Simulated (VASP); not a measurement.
# Ir (I4/mmm) in VASP: a series of runs, part 2 of 2

VASP 6.6.1.

## (3) Single point, PBE (15.19 Å³/atom)

INCAR reads:

```
ALGO     = Fast           # electronic algorithm
EDIFF    = 1E-6           # SCF threshold, eV
ENCUT    = 520            # plane-wave cutoff, eV
GGA      = PE             # functional
ISIF     = 2              # what is computed and relaxed
ISMEAR   = 0              # smearing method
LASPH    = True           # aspherical terms in the spheres
LCHARG   = False          # write CHGCAR
LREAL    = False          # projectors in reciprocal space
LWAVE    = False          # write WAVECAR
NBANDS   = 10             # bands
NELM     = 80             # most SCF steps
PREC     = Accurate       # precision mode
SIGMA    = 0.15           # smearing width, eV
```

KPOINTS reads:

```
k-points
0
Gamma
  22 22 22
```

POSCAR reads:

```
Ir
1.0
    0.0000000000      2.1053238478      1.7135230797
    2.1053238478      0.0000000000      1.7135230797
    2.1053238478      2.1053238478      0.0000000000
Ir
1
Direct
    0.0000000000      0.0000000000      0.0000000000
```

Potentials or basis: VASP PAW PBE potentials, release 64 (Ir).

Started as:

```bash
cat potpaw_PBE.64/Ir/POTCAR > POTCAR
mpirun -np 1 vasp_std > vasp.out
```

OUTCAR:

```text
EDIFF = 1E-6
   ENCUT = 520
   GGA = PE
   ISIF = 2
   ISMEAR = 0
   LASPH = True
   LREAL = False
   NELM = 80
   PREC = Accurate

 ion  position               nearest neighbor table
   1  0.000  0.000  0.000-

  LATTYP: Found a body centered tetragonal cell.
 ALAT       =     2.9773775387
 C/A-ratio  =     1.1510284184

  Lattice vectors:

 A1 = (   0.0000000000,  -2.1053238478,  -1.7135230797)
 A2 = (   0.0000000000,   2.1053238478,  -1.7135230797)
 A3 = (   2.1053238478,   0.0000000000,   1.7135230797)

Analysis of symmetry for initial positions (statically):
=====================================================================
 Subroutine PRICEL returns:
 Original cell was already a primitive cell.

 Routine SETGRP: Setting up the symmetry group for a
 body centered tetragonal supercell.

 Subroutine GETGRP returns: Found 16 space group operations
 (whereof 16 operations were pure point group operations)
 out of a pool of 16 trial point group operations.

The static configuration has the point symmetry D_4h.

Analysis of symmetry for dynamics (positions and initial velocities):
=====================================================================
 Subroutine PRICEL returns:
 Original cell was already a primitive cell.

 Routine SETGRP: Setting up the symmetry group for a
 body centered tetragonal supercell.

 Subroutine GETGRP returns: Found 16 space group operations
 (whereof 16 operations were pure point group operations)
 out of a pool of 16 trial point group operations.

The dynamic configuration has the point symmetry D_4h.

 Subroutine INISYM returns: Found 16 space group operations
 (whereof 16 operations are pure point group operations),
 and found     1 'primitive' translations

----------------------------------------------------------------------------------------

                                     Primitive cell
[... 112 lines left out ...]
  Thomas-Fermi vector in A             =   2.500377
   LORBIT       =      0    0 simple, 1 ext, 2 COOP (PROOUT), +10 PAW based schemes
   GGA     = PE    functional components
   LHFCALC =     F    Hartree Fock is set to
   AEXX    =    0.0000 exact exchange contribution
   IVDW    =     0    specifies the selected vdW correction
   LEPSILON=     F    determine dielectric tensor
   LRPA    =     F    only Hartree local field effects (RPA)
 non-spin polarized calculation
 RMM-DIIS sequential band-by-band and
 Gauss-broadening in eV      SIGMA  =   0.15
  energy-cutoff  :      520.00
  volume of cell :       15.19
 maximum number of plane-waves:       427
   NGX = 11   NGY = 11   NGZ = 11

 number of electron       8.9999999 magnetization

 Free energy of the ion-electron system (eV)
  ---------------------------------------------------
  ext. energy  EPLUGINS =         0.00000000
  ---------------------------------------------------
  free energy    TOTEN  =        -8.48620484 eV

  energy without entropy =       -8.46913569  energy(sigma->0) =       -8.47767027

 E-fermi :   9.0831     XC(G=0): -13.5571

 val. band max:        9.0811770917   @ k =  -0.3636   0.1364   0.5000
 cond. band min:       9.0835910574   @ k =   0.3182   0.0000   0.1818
 fundamental gap:      0.0024139657
 Fermi energy:         9.0830742343

 k-point     1 :       0.0000    0.0000    0.0000
  band No.  band energies     occupation
      1      -1.1474      2.00000
      2       5.3759      2.00000
      3       5.3759      2.00000
      4       6.5576      2.00000
      5       7.3655      2.00000
      6       9.0284      1.39388
      7      24.4131      0.00000
      8      26.9841      0.00000
      9      26.9841      0.00000
     10      33.6721      0.00000
[... 287 lines left out ...]
 k-point    24 :      -0.4545    0.0455    0.0000
  band No.  band energies     occupation
      1       1.9628      2.00000
      2       4.5831      2.00000
      3       6.9603      2.00000
      4       8.1802      2.00000
      5       9.7773      0.00000
      6      10.5605      0.00000
      7      16.4370      0.00000
      8      22.8531      0.00000
      9      26.7870      0.00000
     10      31.0941      0.00000

 [... further k-points ...]

------------------------ aborting loop because EDIFF is reached ----------------------------------------

  FORCE on cell =-STRESS in cart. coord.  units (eV):
  Direction    XX          YY          ZZ          XY          YZ          ZX
  --------------------------------------------------------------------------------------
  -------------------------------------------------------------------------------------
  Total       -2.0334761     -2.0334761      1.9507138      0.0000000      0.0000000     -0.0000000
  in kB     -214.4825047   -214.4825047    205.7530879      0.0000000      0.0000000     -0.0000000
  external PRESSURE =     -74.4039738 kB  Pullay stress =       0.0000000 kB

 VOLUME and BASIS-vectors are now :
 -----------------------------------------------------------------------------
  energy-cutoff  :      520.00
  volume of cell :       15.19
      direct lattice vectors                 reciprocal lattice vectors
     0.000000000  2.105323848  1.713523080    -0.237493154  0.237493154  0.291796478
     2.105323848  0.000000000  1.713523080     0.237493154 -0.237493154  0.291796478
     2.105323848  2.105323848  0.000000000     0.237493154  0.237493154 -0.291796478

 POSITION                                       TOTAL-FORCE (eV/Angst)
 -----------------------------------------------------------------------------------
      0.00000      0.00000      0.00000         0.000000      0.000000      0.000000
 -----------------------------------------------------------------------------------
    total drift:                                0.000000     -0.000000     -0.000000

  FREE ENERGIE OF THE ION-ELECTRON SYSTEM (eV)
  ---------------------------------------------------
  free  energy   TOTEN  =        -8.4862048418 eV

  energy  without entropy=       -8.4691356936  energy(sigma->0) =       -8.47767027
```

OSZICAR:

```text
N       E                     dE             d eps       ncg     rms          rms(c)
DAV:   1     0.470027842165E+02    0.47003E+02   -0.42996E+03 16872   0.808E+02
DAV:   2    -0.808387379269E+01   -0.55087E+02   -0.52225E+02 17068   0.191E+02
DAV:   3    -0.901347254846E+01   -0.92960E+00   -0.92367E+00 19458   0.303E+01
DAV:   4    -0.902217229389E+01   -0.86997E-02   -0.86978E-02 18898   0.274E+00
DAV:   5    -0.902235728111E+01   -0.18499E-03   -0.18498E-03 19106   0.387E-01    0.129E+01
RMM:   6    -0.855997703859E+01    0.46238E+00   -0.41376E-01 17185   0.797E+00    0.529E+00
RMM:   7    -0.848964193518E+01    0.70335E-01   -0.16127E-01 17648   0.359E+00    0.175E+00
RMM:   8    -0.848794711010E+01    0.16948E-02   -0.16868E-02 20165   0.171E+00    0.106E+00
RMM:   9    -0.848669823792E+01    0.12489E-02   -0.32048E-03 19841   0.452E-01    0.395E-01
RMM:  10    -0.848618710078E+01    0.51114E-03   -0.17965E-03 18083   0.591E-01    0.155E-02
RMM:  11    -0.848620735076E+01   -0.20250E-04   -0.18587E-04 22695   0.126E-01    0.327E-02
RMM:  12    -0.848620878523E+01   -0.14345E-05   -0.23743E-05 22207   0.369E-02    0.304E-02
RMM:  13    -0.848620705385E+01    0.17314E-05   -0.23427E-06 15391   0.134E-02    0.189E-02
RMM:  14    -0.848620495266E+01    0.21012E-05   -0.51096E-07 10847   0.634E-03    0.231E-03
RMM:  15    -0.848620484178E+01    0.11087E-06   -0.91018E-08  9940   0.304E-03
   1 F= -.84862048E+01 E0= -.84776703E+01  d E =-.170691E-01
```

Run time: 3.4 min. Hardware: 1 thread of Intel Xeon 8259CL, shared host; peak memory 0.25 GiB.

Results:

| Property | Result |
| --- | --- |
| Free energy | -8.4862 eV |
| Pressure | -7.4 GPa |
| Band gap on the k mesh | zero (an odd number of electrons rules out a gap without spin polarisation) |

Stress tensor (GPa, compression positive):
```
-21.45   0.00   0.00
  0.00 -21.45   0.00
  0.00   0.00  20.58
```

Levels at points of the mesh, in eV from the Fermi level:
```
           k point  band 2  band 3  band 4  band 5  band 6  band 7
(0.00, 0.00, 0.00)   -3.71   -3.71   -2.53   -1.72   -0.05   15.33
(0.50, 0.00, 0.00)   -4.59   -1.87   -0.30    0.14    1.65    7.02
(0.50, 0.50, 0.00)   -6.64    0.97    1.47    1.47    5.02    9.17
(0.50, 0.00, 0.50)   -5.97    0.30    0.33    0.61    2.07    8.23
```

Caveat: the stress differs along the axes, from -21 to 21 GPa; spin-orbit coupling is left out, which moves the levels of the heavy elements.
